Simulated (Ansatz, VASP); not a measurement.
HgH8: VASP beside Ansatz

File INCAR:

```
ALGO = Normal
EDIFF = 1E-6
ENCUT = 520
GGA = PE
ISIF = 2
ISMEAR = 0
LASPH = T
LCHARG = F
LREAL = F
LWAVE = F
NBANDS = 20
NELM = 80
PREC = Accurate
SIGMA = 0.1
```

The input KPOINTS:

```
k-points
0
Gamma
  4 4 4
```

The input POSCAR:

```
HgH8
1.0
    5.8708322000     -3.9422961000      0.0000000000
    5.8708322000      3.9422961000      0.0000000000
   -1.5096448000      0.0000000000      4.5404267000
Hg H
1 8
Direct
    0.6315990000      0.6315990000      0.3508300000
    0.6246570000      0.2182150000      0.7983130000
    0.6156710000      0.1259710000      0.6812860000
    0.1259710000      0.6156710000      0.6812860000
    0.2182150000      0.6246570000      0.7983130000
    0.2298290000      0.2298290000      0.9781410000
    0.9706780000      0.9706780000      0.2370750000
    0.1817660000      0.1817660000      0.0509310000
    0.0087570000      0.0087570000      0.3960460000
```

Input for Ansatz:

```yaml
crystal:
  lattice:
    - [5.8708322, -3.9422961, 0.0]
    - [5.8708322, 3.9422961, 0.0]
    - [-1.5096448, 0.0, 4.5404267]
  atoms:
    - { symbol: Hg, position: [0.631599, 0.631599, 0.35083] }
    - { symbol: H, position: [0.624657, 0.218215, 0.798313] }
    - { symbol: H, position: [0.615671, 0.125971, 0.681286] }
    - { symbol: H, position: [0.125971, 0.615671, 0.681286] }
    - { symbol: H, position: [0.218215, 0.624657, 0.798313] }
    - { symbol: H, position: [0.229829, 0.229829, 0.978141] }
    - { symbol: H, position: [0.970678, 0.970678, 0.237075] }
    - { symbol: H, position: [0.181766, 0.181766, 0.050931] }
    - { symbol: H, position: [0.008757, 0.008757, 0.396046] }
basis:
  ecutwfc: 420
kpoints:
  mp_grid: { grid: [4, 4, 4] }
hamiltonian:
  xc: pbe
scf:
  occupations: { method: gaussian, width: 0.1 }
  lower_state_search: "off"
output:
  forces: true
  stress: true
  eigenvalues: true
```

Change from the starting cell: relaxed end of: species swapped into the LiO8 type (Cm, No. 8).

Alike in both runs: task single point; functional PBE; k mesh 4 × 4 × 4; occupations gaussian, width 0.1 eV; no spin polarisation.

|  | VASP | Ansatz |
| --- | --- | --- |
| version | VASP 6.6.1 | Ansatz 0.2.0 |
| potentials or method | VASP PAW PBE potentials, release 64 (Hg, H), cutoff 520 eV | scalar-relativistic, plane waves, PAW |
| valence electrons in the cell | 20 | 28 |

```csv
,VASP,Ansatz,Ansatz less VASP
gap on the k mesh at the Fermi level (eV),4.56,4.55,-0.009
least direct gap on the mesh (eV),4.56,4.55,-0.009
pressure (GPa),-0.1,0.0,+0.11
rms of the force components (eV/Å),0.005,0.005,-0.0002
```

Atom by atom the forces differ by 0.006 eV/Å (rms over components). VASP's potentials hold 20 valence electrons a cell and Ansatz's 28, so a difference there can come from the potentials and not from the codes.

Neither program's run includes spin-orbit coupling.
